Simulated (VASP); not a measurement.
# Pb (P6_3/mmc) in VASP: notebook, part 3 of 3

VASP 6.6.1. Earlier steps stand in the parts before.

## (6) Single point, RPBE

File INCAR:

```
SYSTEM = Pb
PREC = Accurate
ENCUT = 520
EDIFF = 1E-6
ISMEAR = -1
SIGMA = 0.1
LREAL = .False.
LASPH = .True.
NELM = 100
ALGO = Normal
ISIF = 2
LWAVE = .False.
LCHARG = .False.
GGA = RP
NBANDS = 21
```

File KPOINTS:

```
Automatic mesh
0
Gamma
  17 17 9
  0 0 0
```

File POSCAR:

```
Pb
1.0
    3.6025554359      0.0000000000      0.0000000000
   -1.8012777180      3.1199045260      0.0000000000
    0.0000000000      0.0000000000      5.9059201195
Pb
2
Direct
    0.3333333333      0.6666666667      0.2500000000
    0.6666666667      0.3333333333      0.7500000000
```

Potentials or basis: VASP PAW PBE potentials, release 64 (Pb_d).

On the command line:

```sh
> cat potpaw_PBE.64/Pb_d/POTCAR > POTCAR
> mpirun -np 1 vasp_std > vasp.out
```

OUTCAR:

```text
SYSTEM = Pb
   PREC = Accurate
   ENCUT = 520
   EDIFF = 1E-6
   ISMEAR = -1
   LREAL = .False.
   LASPH = .True.
   NELM = 100
   ISIF = 2
   GGA = RP

 ion  position               nearest neighbor table
   1  0.333  0.667  0.250-   2 3.61   2 3.61   2 3.61   2 3.61   2 3.61   2 3.61
   2  0.667  0.333  0.750-   1 3.61   1 3.61   1 3.61   1 3.61   1 3.61   1 3.61

  LATTYP: Found a hexagonal cell.
 ALAT       =     3.6025554359
 C/A-ratio  =     1.6393696709

  Lattice vectors:

[... 764 lines left out ...]

------------------------ aborting loop because EDIFF is reached ----------------------------------------

  FORCE on cell =-STRESS in cart. coord.  units (eV):
  Direction    XX          YY          ZZ          XY          YZ          ZX
  --------------------------------------------------------------------------------------
  -------------------------------------------------------------------------------------
  Total       -0.0855918     -0.0855918      0.1198242      0.0000000      0.0000000      0.0000000
  in kB       -2.0658707     -2.0658707      2.8921151      0.0000000      0.0000000      0.0000000
  external PRESSURE =      -0.4132088 kB  Pullay stress =       0.0000000 kB

 VOLUME and BASIS-vectors are now :
 -----------------------------------------------------------------------------
  energy-cutoff  :      520.00
  volume of cell :       66.38
      direct lattice vectors                 reciprocal lattice vectors
     3.602555436  0.000000000  0.000000000     0.277580739  0.160261314  0.000000000
    -1.801277718  3.119904526  0.000000000     0.000000000  0.320522629  0.000000000
     0.000000000  0.000000000  5.905920120     0.000000000  0.000000000  0.169321626

 POSITION                                       TOTAL-FORCE (eV/Angst)
 -----------------------------------------------------------------------------------
     -0.00000      2.07994      1.47648         0.000000      0.000000      0.000000
      1.80128      1.03997      4.42944        -0.000000      0.000000      0.000000
 -----------------------------------------------------------------------------------
    total drift:                                0.000000     -0.000000      0.000000

  FREE ENERGIE OF THE ION-ELECTRON SYSTEM (eV)
  ---------------------------------------------------
  free  energy   TOTEN  =        -6.3444249085 eV

  energy  without entropy=       -6.3021328562  energy(sigma->0) =       -6.32327888
```

stdout:

```text
POSCAR found type information on POSCAR Pb
 POSCAR found :  1 types and       2 ions
 scaLAPACK will be used
 -----------------------------------------------------------------------------
|                                                                             |
|                                                                             |
|     You enforced a specific xc type in the INCAR file but a different       |
|     I HOPE YOU KNOW WHAT YOU ARE DOING!                                     |
|                                                                             |
 -----------------------------------------------------------------------------

 LDA part: xc-table for (Slater+PW92), standard interpolation
 POSCAR, INCAR and KPOINTS ok, starting setup
 FFT: planning ... GRIDC
 FFT: planning ... GRID_SOFT
 FFT: planning ... GRID
 WAVECAR not read
 entering main loop
```

Run time: 86 s. Hardware: 1 thread of Intel Xeon 6975P-C (Granite Rapids), shared host; peak memory 0.31 GiB.

Results:

- Free energy: -6.3444 eV
- Pressure: 0.0 GPa
- Band gap on the k mesh: zero (band 14 reaches 11.62 eV, above the bottom of band 15 at 4.81 eV)

Stress tensor (GPa, compression positive):
```
-0.21  0.00  0.00
 0.00 -0.21  0.00
 0.00  0.00  0.29
```

Levels at points of the mesh, in eV from the Fermi level:
```
           k point  band 12  band 13  band 14  band 15  band 16  band 17
(0.00, 0.00, 0.00)    -8.05    -3.75     5.16     5.16     6.73     6.73
```

Caveat: the PAW data sets were made with another functional, which shifts forces and pressure a little; spin-orbit coupling is left out, which moves the levels of the heavy elements.

## (7) The runs side by side

```csv
cell,k mesh,gap on the mesh (eV),pressure (GPa)
"a = 3.603, b = 3.603, c = 5.906 Å, angles 90.0, 90.0, 120.0°, 2 atoms",11 × 11 × 6,none,-0.2
"a = 3.650, b = 3.650, c = 5.984 Å, angles 90.0, 90.0, 120.0°, 2 atoms",11 × 11 × 6,none,-1.4
"a = 3.696, b = 3.696, c = 6.059 Å, angles 90.0, 90.0, 120.0°, 2 atoms",11 × 11 × 6,none,-2.4
"a = 3.741, b = 3.741, c = 6.133 Å, angles 90.0, 90.0, 120.0°, 2 atoms",11 × 11 × 6,none,-3.1
"a = 3.603, b = 3.603, c = 5.906 Å, angles 90.0, 90.0, 120.0°, 2 atoms",17 × 17 × 9,none,0.0
```

Alike in all rows: task single point; level RPBE; potentials or basis VASP PAW PBE potentials, release 64 (Pb_d); no spin polarisation; cutoff (eV) 520; smearing fermi-dirac 0.1 eV.

Caveats: the PAW data sets were made with another functional, which shifts forces and pressure a little; spin-orbit coupling is left out, which moves the levels of the heavy elements.

Absolute energies hang on the potentials; compare differences alone.
